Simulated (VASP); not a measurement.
# GaGe3 (Fm-3m) in VASP: a series of runs

GaGe3 is run at these levels: LDA, PBE; tasks: single point.

All numbers are computed with VASP 6.6.1; they aren't measurements. Logs are shortened: lines on timing, memory, paths and dates and some standing lists are left out, and cuts for length are marked.

### Step 1. The cell of the first run

The structure is cubic, space group Fm-3m (No. 225). Conventional cell: a = 6.774 Å, b = 6.774 Å, c = 6.774 Å, α = 90.00°, β = 90.00°, γ = 90.00°. Ge (site symmetry m-3m) has 8 Ge at 2.93 Å and 6 Ga at 3.39 Å within 3.9 Å. Within 3.9 Å of Ge (site symmetry -43m) lie 10 Ge at 2.93 to 3.39 Å and 4 Ga at 2.93 Å. Ga (site symmetry m-3m) has 14 Ge at 2.93 to 3.39 Å within 3.9 Å.

### Step 2. Single point, LDA

Input file INCAR:

```
PREC = Accurate ; ENCUT = 520
EDIFF = 1E-6 ; ISMEAR = -1
SIGMA = 0.05 ; LREAL = False
LASPH = True ; NELM = 60
ALGO = Normal ; ISIF = 2
LWAVE = False ; LCHARG = False
NBANDS = 36
```

Input file KPOINTS:

```
regular mesh
0
Gamma
  7 7 7
```

Input file POSCAR:

```
GaGe3
1.0
    0.0000000000      3.3871670000      3.3871670000
    3.3871670000      0.0000000000      3.3871670000
    3.3871670000      3.3871670000      0.0000000000
Ge Ga
3 1
Direct
    0.5000000000      0.5000000000      0.5000000000
    0.7500000000      0.7500000000      0.7500000000
    0.2500000000      0.2500000000      0.2500000000
    0.0000000000      0.0000000000      0.0000000000
```

Potentials or basis: VASP PAW LDA potentials, release 64 (Ge_d, Ga_d).

Run with:

```sh
cat potpaw_LDA.64/Ge_d/POTCAR potpaw_LDA.64/Ga_d/POTCAR > POTCAR
mpirun -np 1 vasp_std > vasp.out
```

OUTCAR:

```text
PREC = Accurate
   ENCUT = 520
   EDIFF = 1E-6
   ISMEAR = -1
   LREAL = False
   LASPH = True
   NELM = 60
   ISIF = 2

 ion  position               nearest neighbor table
   1  0.500  0.500  0.500-
   2  0.750  0.750  0.750-
   3  0.250  0.250  0.250-
   4  0.000  0.000  0.000-

  LATTYP: Found a face centered cubic cell.
 ALAT       =     6.7743340000

  Lattice vectors:

 A1 = (   0.0000000000,   3.3871670000,   3.3871670000)
 A2 = (   3.3871670000,   0.0000000000,   3.3871670000)
 A3 = (   3.3871670000,   3.3871670000,   0.0000000000)

Analysis of symmetry for initial positions (statically):
=====================================================================
 Subroutine PRICEL returns:
 Original cell was already a primitive cell.

 Routine SETGRP: Setting up the symmetry group for a
 face centered cubic supercell.

 Subroutine GETGRP returns: Found 48 space group operations
 (whereof 48 operations were pure point group operations)
 out of a pool of 48 trial point group operations.

The static configuration has the point symmetry O_h .

Analysis of symmetry for dynamics (positions and initial velocities):
=====================================================================
 Subroutine PRICEL returns:
 Original cell was already a primitive cell.

 Routine SETGRP: Setting up the symmetry group for a
 face centered cubic supercell.

 Subroutine GETGRP returns: Found 48 space group operations
 (whereof 48 operations were pure point group operations)
 out of a pool of 48 trial point group operations.

The dynamic configuration has the point symmetry O_h .

 Subroutine INISYM returns: Found 48 space group operations
 (whereof 48 operations are pure point group operations),
 and found     1 'primitive' translations

----------------------------------------------------------------------------------------

                                     Primitive cell

  volume of cell :      77.7213

  direct lattice vectors                    reciprocal lattice vectors
     0.000000000  3.387167000  3.387167000    -0.147615987  0.147615987  0.147615987
     3.387167000  0.000000000  3.387167000     0.147615987 -0.147615987  0.147615987
     3.387167000  3.387167000  0.000000000     0.147615987  0.147615987 -0.147615987

  length of vectors
     4.790177509  4.790177509  4.790177509     0.255678390  0.255678390  0.255678390

  position of ions in fractional coordinates (direct lattice)
     0.500000000  0.500000000  0.500000000
     0.750000000  0.750000000  0.750000000
     0.250000000  0.250000000  0.250000000
     0.000000000  0.000000000  0.000000000

  ion indices of the primitive-cell ions
   primitive index   ion index
                 1           1
                 2           2
                 3           3
                 4           4

----------------------------------------------------------------------------------------

 KPOINTS: regular mesh

Automatic generation of k-mesh.
 Grid dimensions read from file:
 generate k-points for:    7    7    7

 Generating k-lattice:

  Cartesian coordinates                     Fractional coordinates (reciprocal lattice)
    -0.021087998  0.021087998  0.021087998     0.142857143  0.000000000  0.000000000
     0.021087998 -0.021087998  0.021087998     0.000000000  0.142857143  0.000000000
     0.021087998  0.021087998 -0.021087998     0.000000000  0.000000000  0.142857143

  Length of vectors
     0.036525484  0.036525484  0.036525484

  Shift w.r.t. Gamma in fractional coordinates (k-lattice)
     0.000000000  0.000000000  0.000000000

 Subroutine IBZKPT returns following result:
 ===========================================

 Found     20 irreducible k-points:

 Following reciprocal coordinates:
            Coordinates               Weight
  0.000000  0.000000  0.000000      1.000000
  0.142857  0.000000  0.000000      8.000000
  0.285714  0.000000  0.000000      8.000000
  0.428571  0.000000  0.000000      8.000000
  0.142857  0.142857  0.000000      6.000000
  0.285714  0.142857  0.000000     24.000000
[... 12 lines left out ...]
 -0.428571  0.428571  0.142857     24.000000
 -0.285714  0.428571  0.142857     24.000000
   k-points           NKPTS =     20   k-points in BZ     NKDIM =     20   number of bands    NBANDS=     36
   number of dos      NEDOS =    301   number of ions     NIONS =      4
   total plane-waves  NPLWV =  46656
   dimension x,y,z NGX =    36 NGY =   36 NGZ =   36
   dimension x,y,z NGXF=    72 NGYF=   72 NGZF=   72
   ions per type =               3   1
   NGX,Y,Z   is equivalent  to a cutoff of  12.49, 12.49, 12.49 a.u.
   NGXF,Y,Z  is equivalent  to a cutoff of  24.99, 24.99, 24.99 a.u.
 SYSTEM =  unknown system
   PREC   = accura    normal or accurate (medium, high low for compatibility)
   ISTART =      0    job   : 0-new  1-cont  2-samecut
   ICHARG =      2    charge: 1-file 2-atom 10-const
   ISPIN  =      1    spin polarized calculation?
   LNONCOLLINEAR =      F non collinear calculations
   LSORBIT =      F    spin-orbit coupling
   LASPH  =      T    aspherical Exc in radial PAW
   ENCUT  =  520.0 eV  38.22 Ry    6.18 a.u.   8.91  8.91  8.91*2*pi/ulx,y,z
   NELM   =     60;   NELMIN=  2; NELMDL= -5     # of ELM steps
   EDIFF  = 0.1E-05   stopping-criterion for ELM
   LREAL  =      F    real-space projection
   EDIFFG = 0.1E-04   stopping-criterion for IOM
   NSW    =      0    number of steps for IOM
   IBRION =     -1    ionic relax: 0-MD 1-quasi-New 2-CG
   NFREE  =      0    steps in history (QN), initial steepest desc. (CG)
   ISIF   =      2    stress and relaxation
   ISYM   =      2    0-nonsym 1-usesym 2-fastsym
   POTIM  = 0.5000    time-step for ionic-motion
   TEBEG  =    0.0;   TEEND  =   0.0 temperature during run
   PSTRESS=    0.0 pullay stress
   NELECT =      55.0000    total number of electrons
   NUPDOWN=      -1.0000    fix difference up-down
   EMIN   =  10.00;   EMAX   =-10.00  energy-range for DOS
   EFERMI =   0.00;   METHOD = LEGACY
   ISMEAR =    -1;   SIGMA  =   0.05  broadening in eV -4-tet -1-fermi 0-gaus
   EFERMI_NEDOS =   21; number of points for ismear=-14 and -15
   IALGO  =     38    algorithm
   IMIX   =      4    mixing-type and parameters
     AMIX     =   0.40;   BMIX     =  1.00
     AMIX_MAG =   1.60;   BMIX_MAG =  1.00
  volume/ion in A,a.u.               =      19.43       131.12
  Fermi-wavevector in a.u.,A,eV,Ry     =   1.458867  2.756859 28.957195  2.128294
  Thomas-Fermi vector in A             =   2.575501
   LORBIT       =      0    0 simple, 1 ext, 2 COOP (PROOUT), +10 PAW based schemes
   GGA     = CA    functional components
   LHFCALC =     F    Hartree Fock is set to
   AEXX    =    0.0000 exact exchange contribution
   IVDW    =     0    specifies the selected vdW correction
   LEPSILON=     F    determine dielectric tensor
   LRPA    =     F    only Hartree local field effects (RPA)
 non-spin polarized calculation
  energy-cutoff  :      520.00
  volume of cell :       77.72
 maximum number of plane-waves:      2106
   NGX = 17   NGY = 17   NGZ = 17

 number of electron      55.0000038 magnetization

 Free energy of the ion-electron system (eV)
  ---------------------------------------------------
  ext. energy  EPLUGINS =         0.00000000
  ---------------------------------------------------
  free energy    TOTEN  =       -18.18194901 eV

  energy without entropy =      -18.17171007  energy(sigma->0) =      -18.17682954

 E-fermi :   5.8266     XC(G=0): -11.3696

 val. band max:        5.7504123983   @ k =  -0.4286   0.1429   0.0000
 cond. band min:       5.8939969615   @ k =   0.4286   0.2857   0.0000
 fundamental gap:      0.1435845632
 Fermi energy:         5.8266301057

 k-point     1 :       0.0000    0.0000    0.0000
  band No.  band energies     occupation
      1     -18.9134      2.00000
      2     -18.9134      2.00000
      3     -18.9079      2.00000
      4     -18.9079      2.00000
      5     -18.9079      2.00000
      6     -18.8886      2.00000
[... 28 lines left out ...]
     35      10.7329      0.00000
     36      15.4404      0.00000

 k-point     2 :       0.1429    0.0000    0.0000
  band No.  band energies     occupation
      1     -18.9115      2.00000
      2     -18.9115      2.00000
      3     -18.9115      2.00000
      4     -18.9097      2.00000
      5     -18.9097      2.00000
      6     -18.8860      2.00000
[... 28 lines left out ...]
     35      11.5873      0.00000
     36      13.9524      0.00000

 k-point     3 :       0.2857    0.0000    0.0000
  band No.  band energies     occupation
      1     -18.9171      2.00000
      2     -18.9171      2.00000
      3     -18.9126      2.00000
      4     -18.9006      2.00000
      5     -18.9006      2.00000
      6     -18.8816      2.00000
[... 28 lines left out ...]
     35      13.2995      0.00000
     36      13.2996      0.00000

 k-point     4 :       0.4286    0.0000    0.0000
  band No.  band energies     occupation
      1     -18.9210      2.00000
      2     -18.9210      2.00000
      3     -18.9083      2.00000
      4     -18.8890      2.00000
      5     -18.8890      2.00000
      6     -18.8788      2.00000
[... 28 lines left out ...]
     35      11.6764      0.00000
     36      13.2053      0.00000

 k-point     5 :       0.1429    0.1429    0.0000
  band No.  band energies     occupation
      1     -18.9147      2.00000
      2     -18.9147      2.00000
      3     -18.9103      2.00000
      4     -18.9082      2.00000
      5     -18.9048      2.00000
      6     -18.8890      2.00000
[... 499 lines left out ...]
 k-point    18 :      -0.4286    0.2857    0.1429
  band No.  band energies     occupation
      1     -18.9220      2.00000
      2     -18.9187      2.00000
      3     -18.9098      2.00000
      4     -18.8935      2.00000
      5     -18.8903      2.00000
      6     -18.8818      2.00000
[... 28 lines left out ...]
     35      12.8645      0.00000
     36      13.3283      0.00000

 k-point    19 :      -0.4286    0.4286    0.1429
  band No.  band energies     occupation
      1     -18.9234      2.00000
      2     -18.9216      2.00000
      3     -18.9043      2.00000
      4     -18.8992      2.00000
      5     -18.8900      2.00000
      6     -18.8824      2.00000
[... 28 lines left out ...]
     35      12.5226      0.00000
     36      12.7331      0.00000

 k-point    20 :      -0.2857    0.4286    0.1429
  band No.  band energies     occupation
      1     -18.9228      2.00000
      2     -18.9159      2.00000
      3     -18.9124      2.00000
      4     -18.8953      2.00000
      5     -18.8880      2.00000
      6     -18.8830      2.00000
[... 28 lines left out ...]
     35      12.4580      0.00000
     36      12.7532      0.00000

------------------------ aborting loop because EDIFF is reached ----------------------------------------

  FORCE on cell =-STRESS in cart. coord.  units (eV):
  Direction    XX          YY          ZZ          XY          YZ          ZX
  --------------------------------------------------------------------------------------
  -------------------------------------------------------------------------------------
  Total       -2.6662716     -2.6662716     -2.6662716      0.0000000     -0.0000000     -0.0000000
  in kB      -54.9635970    -54.9635970    -54.9635970      0.0000000     -0.0000000     -0.0000000
  external PRESSURE =     -54.9635970 kB  Pullay stress =       0.0000000 kB

 VOLUME and BASIS-vectors are now :
 -----------------------------------------------------------------------------
  energy-cutoff  :      520.00
  volume of cell :       77.72
      direct lattice vectors                 reciprocal lattice vectors
     0.000000000  3.387167000  3.387167000    -0.147615987  0.147615987  0.147615987
     3.387167000  0.000000000  3.387167000     0.147615987 -0.147615987  0.147615987
     3.387167000  3.387167000  0.000000000     0.147615987  0.147615987 -0.147615987

 POSITION                                       TOTAL-FORCE (eV/Angst)
 -----------------------------------------------------------------------------------
      3.38717      3.38717      3.38717        -0.000000     -0.000000      0.000000
      5.08075      5.08075      5.08075        -0.000000     -0.000000     -0.000000
      1.69358      1.69358      1.69358         0.000000      0.000000      0.000000
      0.00000      0.00000      0.00000        -0.000000     -0.000000      0.000000
 -----------------------------------------------------------------------------------
    total drift:                                0.000000      0.000000      0.000000

  FREE ENERGIE OF THE ION-ELECTRON SYSTEM (eV)
  ---------------------------------------------------
  free  energy   TOTEN  =       -18.1819490056 eV

  energy  without entropy=      -18.1717100663  energy(sigma->0) =      -18.17682954
```

Wall time 33 s (1 thread of Intel Xeon Platinum 8375C at 2.90GHz (Ice Lake), shared host); peak memory 0.19 GiB.

What came out:

- Free energy: -18.1819 eV
- Pressure: -5.5 GPa

### Step 3. Single point, PBE

Input file INCAR:

```
SYSTEM = GaGe3
ALGO = Normal
EDIFF = 1E-6
ENCUT = 520
GGA = PE
ISIF = 2
ISMEAR = -1
LASPH = .True.
LCHARG = .True.
LELF = .True.
LREAL = .False.
LVHAR = .True.
LWAVE = .False.
NBANDS = 36
NELM = 80
PREC = Accurate
SIGMA = 0.05
```

Input file KPOINTS:

```
k-points
0
Gamma
  7 7 7
  0 0 0
```

POSCAR is that of step 2.

Potentials or basis: VASP PAW PBE potentials, release 64 (Ge_d, Ga_d).

Run with:

```sh
cat potpaw_PBE.64/Ge_d/POTCAR potpaw_PBE.64/Ga_d/POTCAR > POTCAR
mpirun -np 1 vasp_std > vasp.out
```

Run time: 35 s. Hardware: 1 thread of Intel Xeon Platinum 8375C at 2.90GHz (Ice Lake), shared host; peak memory 0.22 GiB.

It converged, with:

```yaml
Free_energy: -15.5256 eV
Pressure: -0.5 GPa
```

Levels at points of the mesh, in eV from the Fermi level:
```csv
k point,band 25,band 26,band 27,band 28,band 29,band 30,band 31,band 32
"(0.00, 0.00, 0.00)",-1.52,-1.52,-1.23,-1.23,-1.23,-1.15,0.31,0.31
```

### Step 4. Single point, LDA

This run uses another cell than the first one, of 19.82 Å³/atom, 1.020 times its volume.

Input file INCAR:

```
ALGO     = Normal         # electronic algorithm
EDIFF    = 1E-6           # SCF threshold, eV
ENCUT    = 520            # plane-wave cutoff, eV
ISIF     = 2              # what is computed and relaxed
ISMEAR   = -1             # smearing method
LASPH    = T              # aspherical terms in the spheres
LCHARG   = T              # write CHGCAR
LELF     = T              # ELF
LREAL    = F              # projectors in reciprocal space
LVHAR    = T            
LWAVE    = F              # write WAVECAR
NBANDS   = 36             # bands
NELM     = 60             # most SCF steps
PREC     = Accurate       # precision mode
SIGMA    = 0.05           # smearing width, eV
```

Input file KPOINTS:

```
k-points
0
Gamma
  7 7 7
```

Input file POSCAR:

```
GaGe3
1.0
    0.0000000000      3.4095992233      3.4095992233
    3.4095992233      0.0000000000      3.4095992233
    3.4095992233      3.4095992233      0.0000000000
Ge Ga
3 1
Direct
    0.5000000000      0.5000000000      0.5000000000
    0.7500000000      0.7500000000      0.7500000000
    0.2500000000      0.2500000000      0.2500000000
    0.0000000000      0.0000000000      0.0000000000
```

Potentials or basis: VASP PAW LDA potentials, release 64 (Ge_d, Ga_d).

Run with:

```sh
cat potpaw_LDA.64/Ge_d/POTCAR potpaw_LDA.64/Ga_d/POTCAR > POTCAR
mpirun -np 1 vasp_std > vasp.out
```

Run time: 33 s. Hardware: 1 thread of Intel Xeon Platinum 8375C at 2.90GHz (Ice Lake), shared host; peak memory 0.19 GiB.

It converged, with:

- Free energy: -18.1249 eV
- Pressure: -6.2 GPa

Levels at points of the mesh, in eV from the Fermi level:
```tsv
k point	band 24	band 25	band 26	band 27	band 28	band 29	band 30	band 31	band 32	band 33
(0.00, 0.00, 0.00)	-1.43	-1.43	-1.43	-1.40	-1.15	-1.15	-1.15	0.32	0.32	0.32
```

### Step 5. Single point, PBE

This run uses another cell than the first one, of 19.82 Å³/atom, 1.020 times its volume.

Input file INCAR:

```
ALGO     = Normal         # electronic algorithm
EDIFF    = 1E-6           # SCF threshold, eV
ENCUT    = 520            # plane-wave cutoff, eV
GGA      = PE             # functional
ISIF     = 2              # what is computed and relaxed
ISMEAR   = -1             # smearing method
LASPH    = True           # aspherical terms in the spheres
LCHARG   = True           # write CHGCAR
LELF     = True           # ELF
LREAL    = False          # projectors in reciprocal space
LVHAR    = True         
LWAVE    = False          # write WAVECAR
NBANDS   = 36             # bands
NELM     = 100            # most SCF steps
PREC     = Accurate       # precision mode
SIGMA    = 0.05           # smearing width, eV
```

KPOINTS is that of step 4.

POSCAR is that of step 4.

Potentials or basis: VASP PAW PBE potentials, release 64 (Ge_d, Ga_d).

Run with:

```sh
cat potpaw_PBE.64/Ge_d/POTCAR potpaw_PBE.64/Ga_d/POTCAR > POTCAR
mpirun -np 1 vasp_std > vasp.out
```

Run time: 36 s. Hardware: 1 thread of Intel Xeon Platinum 8375C at 2.90GHz (Ice Lake), shared host; peak memory 0.22 GiB.

Results (log left out):

```yaml
Free_energy: -15.5157 eV
Pressure: -1.5 GPa
```

Levels at points of the mesh, in eV from the Fermi level:
| k point | band 24 | band 25 | band 26 | band 27 | band 28 | band 29 | band 30 | band 31 | band 32 | band 33 |
| --- | --- | --- | --- | --- | --- | --- | --- | --- | --- | --- |
| (0.00, 0.00, 0.00) | -1.47 | -1.47 | -1.47 | -1.28 | -1.18 | -1.18 | -1.18 | 0.32 | 0.32 | 0.32 |

(Continued in part 2 of 2.)
